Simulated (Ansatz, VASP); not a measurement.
Rh: VASP beside Ansatz

File INCAR:

```
  PREC = Accurate
  ENCUT = 500
  EDIFF = 1E-6
  ISMEAR = 0
  SIGMA = 0.15
  LREAL = False
  LASPH = True
  NELM = 120
  ALGO = Normal
  ISIF = 2
  LWAVE = False
  LCHARG = True
  GGA = PS
  LELF = True
  LVHAR = True
  NBANDS = 22
  GGA_COMPAT = False
```

KPOINTS

```
Automatic mesh
0
Gamma
  18 18 12
```

Contents of POSCAR:

```
Rh
1.0
    2.7719437279      0.0000000000      0.0000000000
   -1.3859718639      2.4005736862      0.0000000000
    0.0000000000      0.0000000000      4.2956343300
Rh
2
Direct
    0.6666666667      0.3333333333      0.7500000000
    0.3333333333      0.6666666667      0.2500000000
```

Input for Ansatz:

```yaml
crystal:
  lattice:
    - [2.7719437279, 0.0, 0.0]
    - [-1.3859718639, 2.4005736862, 0.0]
    - [0.0, 0.0, 4.29563433]
  atoms:
    - { symbol: Rh, position: [0.6666666667, 0.3333333333, 0.75] }
    - { symbol: Rh, position: [0.3333333333, 0.6666666667, 0.25] }
basis:
  ecutwfc: 420
kpoints:
  mp_grid: { grid: [18, 18, 12] }
hamiltonian:
  xc: pbesol
scf:
  occupations: { method: gaussian, width: 0.15 }
output:
  forces: true
  stress: true
  eigenvalues: true
```

Change from the starting cell: strain +0.015 along x and y, -0.030 along z, atoms carried along.

Alike in both runs: task single point; functional PBEsol; k mesh 18 × 18 × 12; occupations gaussian, width 0.15 eV; no spin polarisation.

```csv
,VASP,Ansatz
version,VASP 6.6.1,Ansatz 0.2.0
potentials or method,"VASP PAW PBE potentials, release 64 (Rh_pv), cutoff 500 eV","scalar-relativistic, plane waves, PAW"
valence electrons in the cell,30,34
```

Ansatz gave:

* gap on the k mesh at the Fermi level (eV): none
* pressure (GPa): -12.9
* traceless stress, the component that is largest in VASP (GPa): 5.80

Estimate VASP's values.

gap on the k mesh at the Fermi level (eV): none; pressure (GPa): -12.9; traceless stress, the component that is largest in VASP (GPa): 5.82.

VASP's potentials were made for PBE, not for PBEsol. A gap of «none» marks a metal or a gap that the smearing closes. VASP's potentials hold 30 valence electrons a cell and Ansatz's 34, so a difference there can come from the potentials and not from the codes.
